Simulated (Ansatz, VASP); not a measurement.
**One calculation of TlBr, two programs**

```
Tl Br
1.0
     4.19503    0.00000    0.00000
     0.00000    4.19503    0.00000
     0.00000    0.00000    4.19503
Tl Br
1 1
Cartesian
  0.0000 0.0000 0.0000
  2.0975 2.0975 2.0975
```

Alike in both runs: task single point; functional LDA; k mesh 4 × 4 × 4; occupations gaussian, width 0.05 eV; no spin polarisation.

|  | VASP | Ansatz |
| --- | --- | --- |
| version | VASP 6.6.1 | Ansatz 0.2.0 |
| potentials or method | VASP PAW LDA potentials, release 64 (Tl_d, Br), cutoff 500 eV | scalar-relativistic, plane waves, PAW |
| valence electrons in the cell | 20 | 20 |

```csv
,VASP,Ansatz,Ansatz less VASP
gap on the k mesh at the Fermi level (eV),1.98,2.00,+0.015
least direct gap on the mesh (eV),1.98,2.00,+0.015
pressure (GPa),-4.4,-4.4,0.00
```

LDA's correlation is that of Perdew and Zunger in VASP and of Perdew and Wang (1992) in Ansatz.

Spin-orbit coupling is off throughout.
